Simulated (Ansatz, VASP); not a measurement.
# One calculation of NiMoIrPdW, two programs

The input INCAR:

```
PREC = Accurate
ENCUT = 600
EDIFF = 1E-7
ISMEAR = -1
SIGMA = 0.05
LREAL = False
LASPH = True
NELM = 150
ALGO = Normal
ISIF = 3
LWAVE = False
LCHARG = False
ISPIN = 2
MAGMOM = 1 1 0 0.6 0
LORBIT = 11
LMAXMIX = 4
GGA = PE
IVDW = 12
IBRION = 2
NSW = 60
EDIFFG = -0.01
```

The input KPOINTS:

```
Automatic mesh
0
Gamma
  8 8 2
```

File POSCAR:

```
NiMoIrPdW
1.0
    2.3446000000     -1.4313800000      0.0090600000
    2.3446000000      1.4313800000      0.0090600000
   -2.2060000000      0.0000000000     10.9237400000
Ni Mo Pd Ir W
1 1 1 1 1
Direct
    0.4983800000      0.4983800000      0.2952500000
    0.3177300000      0.3177300000      0.9120700000
    0.2473300000      0.2473300000      0.4906100000
    0.7498200000      0.7498200000      0.1080200000
    0.6867300000      0.6867300000      0.6940600000
```

Contents of input.yaml:

```yaml
crystal:
  lattice:
    - [2.3446, -1.43138, 0.00906]
    - [2.3446, 1.43138, 0.00906]
    - [-2.206, 0.0, 10.92374]
  atoms:
    - { symbol: Ni, position: [0.49838, 0.49838, 0.29525], spin: 1.0 }
    - { symbol: Mo, position: [0.31773, 0.31773, 0.91207], spin: 1.0 }
    - { symbol: Pd, position: [0.24733, 0.24733, 0.49061] }
    - { symbol: Ir, position: [0.74982, 0.74982, 0.10802], spin: 0.6 }
    - { symbol: W, position: [0.68673, 0.68673, 0.69406] }
hamiltonian:
  xc: pbe
  pseudopotentials: { kind: paw }
  dispersion: d3bj
magnetization:
  spin_polarized: true
kpoints:
  mp_grid: { grid: [8, 8, 2] }
scf:
  occupations: { method: fermi_dirac, width: 0.05 }
output:
  forces: true
  stress: true
  eigenvalues: true
relax:
  f_tol: 0.01
  max_steps: 40
  cell: { stress_tol: 0.05 }
```

Alike in both runs: task relaxation of cell and atoms; functional PBE; dispersion D3(BJ); k mesh 8 × 8 × 2; occupations fermi-dirac, width 0.05 eV; collinear spin.

```csv
,VASP,Ansatz
version,VASP 6.6.1,Ansatz 0.2.0
potentials or method,"VASP PAW PBE potentials, release 64 (Ni, Mo_sv, Pd, Ir, W_sv)",Ansatz PAW
plane-wave cutoff (eV),600,420
valence electrons in the cell,57,81
```

|  | VASP | Ansatz | Ansatz less VASP |
| --- | --- | --- | --- |
| gap on the k mesh at the Fermi level, each at its own relaxed structure (eV) | none | none | - |
| net moment per atom (μB) | 0.00 | 0.00 | 0.000 |
| relaxed volume (Å³/atom) | 14.29 | 14.27 | -0.017 |
| relaxed length of the cell vector where the two differ most in proportion (Å) | 2.726 | 2.724 | -0.0015 |

A gap of «none» marks a metal or a gap that the smearing closes. VASP's potentials hold 57 valence electrons a cell and Ansatz's 81, so a difference there can come from the potentials and not from the codes.

Spin-orbit coupling is off throughout. Noted on Ansatz's run: the plane-wave basis is chosen anew once the cell has moved, so the energies of steps on either side of that aren't comparable.
